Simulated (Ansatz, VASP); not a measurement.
ZnS in VASP and in Ansatz

The input INCAR:

```
SYSTEM = ZnS
  PREC = Accurate
  ENCUT = 520
  EDIFF = 1E-6
  ISMEAR = 0
  SIGMA = 0.05
  LREAL = .False.
  LASPH = .True.
  NELM = 80
  ALGO = Normal
  ISIF = 2
  LWAVE = .False.
  LCHARG = .False.
  GGA = PE
  NBANDS = 26
```

The input KPOINTS:

```
regular mesh
0
Gamma
  9 9 4
  0 0 0
```

Contents of POSCAR:

```
ZnS
1.0
    3.6917363860      0.0000000000      0.0000000000
   -1.8458681930      3.1971374943      0.0000000000
    0.0000000000      0.0000000000      6.3037246812
Zn S
2 2
Direct
    0.2823654471      0.6666666667      0.0052003729
    0.7176345529      0.3333333333      0.5052003729
    0.3745204671      0.6666666667      0.3797996271
    0.6254795329      0.3333333333      0.8797996271
```

Input for Ansatz:

```yaml
crystal:
  lattice:
    - [3.691736386, 0.0, 0.0]
    - [-1.845868193, 3.1971374943, 0.0]
    - [0.0, 0.0, 6.3037246812]
  atoms:
    - { symbol: Zn, position: [0.2823654471, 0.6666666667, 0.0052003729] }
    - { symbol: Zn, position: [0.7176345529, 0.3333333333, 0.5052003729] }
    - { symbol: S, position: [0.3745204671, 0.6666666667, 0.3797996271] }
    - { symbol: S, position: [0.6254795329, 0.3333333333, 0.8797996271] }
basis:
  ecutwfc: 520.0
kpoints:
  mp_grid: { grid: [9, 9, 4] }
hamiltonian:
  xc: pbe
scf:
  occupations: { method: gaussian, width: 0.05 }
output:
  forces: true
  stress: true
  eigenvalues: true
```

Change from the starting cell: mode 4 frozen in at -0.196 Å, equal normal strain along x and y -0.0400.

Alike in both runs: task single point; functional PBE; k mesh 9 × 9 × 4; occupations gaussian, width 0.05 eV; no spin polarisation.

```csv
,VASP,Ansatz
version,VASP 6.6.1,Ansatz 0.2.0
potentials or method,"VASP PAW PBE potentials, release 64 (Zn, S), cutoff 520 eV","scalar-relativistic, plane waves, PAW"
valence electrons in the cell,36,36
```

```csv
,VASP,Ansatz,Ansatz less VASP
gap on the k mesh at the Fermi level (eV),2.24,2.23,-0.006
least direct gap on the mesh (eV),2.24,2.23,-0.006
pressure (GPa),6.9,6.7,-0.20
"traceless stress, the component that is largest in VASP (GPa)",-4.83,-4.80,+0.034
rms of the force components (eV/Å),0.277,0.275,-0.0025
```

Atom by atom the forces differ by 0.003 eV/Å (rms over components).
